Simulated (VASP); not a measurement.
# LiF (R-3m) in VASP: notebook, part 2 of 2

VASP 6.6.1.

### 4 Single point, PBE (epitaxial 111 strain +4.0%)

INCAR reads:

```
SYSTEM = LiF
PREC     = Accurate       ! precision mode
ENCUT    = 520            ! plane-wave cutoff, eV
EDIFF    = 1E-7           ! SCF threshold, eV
ISMEAR   = 0              ! smearing method
SIGMA    = 0.01           ! smearing width, eV
LREAL    = .FALSE.        ! projectors in reciprocal space
LASPH    = .TRUE.         ! aspherical terms in the spheres
NELM     = 60             ! most SCF steps
ALGO     = Normal         ! electronic algorithm
ISIF     = 2              ! what is computed and relaxed
LWAVE    = .FALSE.        ! write WAVECAR
LCHARG   = .FALSE.        ! write CHGCAR
GGA      = PE             ! functional
NBANDS   = 12             ! bands
```

KPOINTS reads:

```
Automatic mesh
0
G
  6 6 6
  0 0 0
```

POSCAR reads:

```
LiF
1.0
   -0.0741529270      2.0005136800      2.0005136800
    2.0005136800     -0.0741529270      2.0005136800
    2.0005136800      2.0005136800     -0.0741529270
Li F
1 1
Direct
    0.0000000000      0.0000000000      0.0000000000
    0.5000000000      0.5000000000      0.5000000000
```

Potentials or basis: VASP PAW PBE potentials, release 64 (Li_sv, F).

Run with:

```
$ cat potpaw_PBE.64/Li_sv/POTCAR potpaw_PBE.64/F/POTCAR > POTCAR
$ mpirun -np 1 vasp_std > vasp.out
```

OUTCAR:

```text
SYSTEM = LiF
   PREC = Accurate
   ENCUT = 520
   EDIFF = 1E-7
   ISMEAR = 0
   LREAL = .FALSE.
   LASPH = .TRUE.
   NELM = 60
   ISIF = 2
   GGA = PE

 ion  position               nearest neighbor table
   1  0.000  0.000  0.000-   2 2.04   2 2.04   2 2.04   2 2.04   2 2.04   2 2.04
   2  0.500  0.500  0.500-   1 2.04   1 2.04   1 2.04   1 2.04   1 2.04   1 2.04

  LATTYP: Found a trigonal (rhomboedric) cell.
 ALAT       =     2.8301251959
 COS(alpha) =     0.4626152497

  Lattice vectors:

 A1 = (  -0.0741529270,   2.0005136800,   2.0005136800)
 A2 = (   2.0005136800,  -0.0741529270,   2.0005136800)
 A3 = (   2.0005136800,   2.0005136800,  -0.0741529270)

Analysis of symmetry for initial positions (statically):
=====================================================================
 Subroutine PRICEL returns:
 Original cell was already a primitive cell.

 Routine SETGRP: Setting up the symmetry group for a
 trigonal (rhombohedral) supercell.

 Subroutine GETGRP returns: Found 12 space group operations
 (whereof 12 operations were pure point group operations)
 out of a pool of 12 trial point group operations.

The static configuration has the point symmetry D_3d.

[... 166 lines left out ...]
 Fermi energy:        -0.7805989804

 k-point     1 :       0.0000    0.0000    0.0000
  band No.  band energies     occupation
      1     -42.2300      2.00000
      2     -21.0952      2.00000
      3      -1.2951      2.00000
      4      -1.2951      2.00000
      5      -1.0329      2.00000
      6       7.5676      0.00000
      7      22.1041      0.00000
      8      22.1041      0.00000
      9      22.1883      0.00000
     10      22.1883      0.00000
     11      22.5322      0.00000
     12      24.0675      0.00000
[... 331 lines left out ...]
 k-point    24 :      -0.3333    0.5000    0.1667
  band No.  band energies     occupation
      1     -42.1652      2.00000
      2     -20.4560      2.00000
      3      -3.6415      2.00000
      4      -2.7004      2.00000
      5      -2.0033      2.00000
      6      13.2797      0.00000
      7      14.0121      0.00000
      8      15.8678      0.00000
      9      17.8582      0.00000
     10      22.3757      0.00000
     11      29.8307      0.00000
     12      31.7731      0.00000

 [... further k-points ...]
[... 5 lines left out ...]
  --------------------------------------------------------------------------------------
  -------------------------------------------------------------------------------------
  Total       -0.0757863     -0.0757863     -0.0757863      0.2126304      0.2126304      0.2126304
  in kB       -7.1838545     -7.1838545     -7.1838545     20.1554405     20.1554405     20.1554405
  external PRESSURE =      -7.1838545 kB  Pullay stress =       0.0000000 kB

 VOLUME and BASIS-vectors are now :
 -----------------------------------------------------------------------------
  energy-cutoff  :      520.00
  volume of cell :       16.90
      direct lattice vectors                 reciprocal lattice vectors
    -0.074152927  2.000513680  2.000513680    -0.236451618  0.245553537  0.245553537
     2.000513680 -0.074152927  2.000513680     0.245553537 -0.236451618  0.245553537
     2.000513680  2.000513680 -0.074152927     0.245553537  0.245553537 -0.236451618

 POSITION                                       TOTAL-FORCE (eV/Angst)
 -----------------------------------------------------------------------------------
      0.00000      0.00000      0.00000         0.000000     -0.000000     -0.000000
      1.96344      1.96344      1.96344        -0.000000      0.000000      0.000000
 -----------------------------------------------------------------------------------
    total drift:                               -0.000000     -0.000000      0.000000

  FREE ENERGIE OF THE ION-ELECTRON SYSTEM (eV)
  ---------------------------------------------------
  free  energy   TOTEN  =        -9.6287702048 eV

  energy  without entropy=       -9.6287702048  energy(sigma->0) =       -9.62877020
```

OSZICAR:

```text
N       E                     dE             d eps       ncg     rms          rms(c)
DAV:   1     0.334095708416E+02    0.33410E+02   -0.53653E+03   792   0.837E+02
DAV:   2    -0.909899613825E+01   -0.42509E+02   -0.41496E+02   916   0.190E+02
DAV:   3    -0.101315105678E+02   -0.10325E+01   -0.10302E+01  1020   0.265E+01
DAV:   4    -0.101417585619E+02   -0.10248E-01   -0.10248E-01   880   0.275E+00
DAV:   5    -0.101419050574E+02   -0.14650E-03   -0.14649E-03  1020   0.237E-01    0.455E+00
DAV:   6    -0.961793613915E+01    0.52397E+00   -0.25538E+00   852   0.982E+00    0.142E+00
DAV:   7    -0.962192183343E+01   -0.39857E-02   -0.18287E-02  1004   0.118E+00    0.869E-01
DAV:   8    -0.962864404519E+01   -0.67222E-02   -0.15706E-02   944   0.130E+00    0.114E-01
DAV:   9    -0.962866781002E+01   -0.23765E-04   -0.94520E-04   900   0.278E-01    0.446E-02
DAV:  10    -0.962877133824E+01   -0.10353E-03   -0.14701E-04   884   0.946E-02    0.172E-02
DAV:  11    -0.962877010588E+01    0.12324E-05   -0.75910E-06   980   0.253E-02    0.211E-03
DAV:  12    -0.962877020479E+01   -0.98910E-07   -0.55150E-07   908   0.628E-03
   1 F= -.96287702E+01 E0= -.96287702E+01  d E =0.000000E+00
```

stdout:

```text
POSCAR found type information on POSCAR LiF
 POSCAR found :  2 types and       2 ions
 scaLAPACK will be used
 LDA part: xc-table for (Slater+PW92), standard interpolation
 POSCAR, INCAR and KPOINTS ok, starting setup
 FFT: planning ... GRIDC
 FFT: planning ... GRID_SOFT
 FFT: planning ... GRID
 WAVECAR not read
 entering main loop
```

It took 4.1 s on 1 thread of Intel Xeon Platinum 8488C (Sapphire Rapids), shared host; peak memory 0.12 GiB.

Results:

- Free energy: -9.6288 eV
- Band gap on the k mesh: 8.60 eV, direct

Caveat: the k points lie up to 0.44 Å⁻¹ apart; the cell differs from its parent crystal (epitaxial 111 strain +4.0%); the cutoff is under 1.25 times the usual one of these potentials, so pressure, stress and relaxed cells hold a basis-set (Pulay) error.

### 5 Overview

| cell | gap on the mesh (eV) |
| --- | --- |
| a = 2.826 Å, angles 61.2°, 2 atoms | 8.96 |
| a = 2.828 Å, angles 61.8°, 2 atoms | 8.78 |
| a = 2.830 Å, angles 62.4°, 2 atoms | 8.60 |

Alike in all rows: task single point; level PBE; potentials or basis VASP PAW PBE potentials, release 64 (Li_sv, F); no spin polarisation; k mesh 6 × 6 × 6; cutoff (eV) 520; smearing gaussian 0.01 eV.

Caveats: all runs use coarse meshes; the cutoff is under 1.25 times the usual one of these potentials, so pressure, stress and relaxed cells hold a basis-set (Pulay) error.

Total energies depend on the potentials used, so only differences within one code and one set of settings carry meaning.
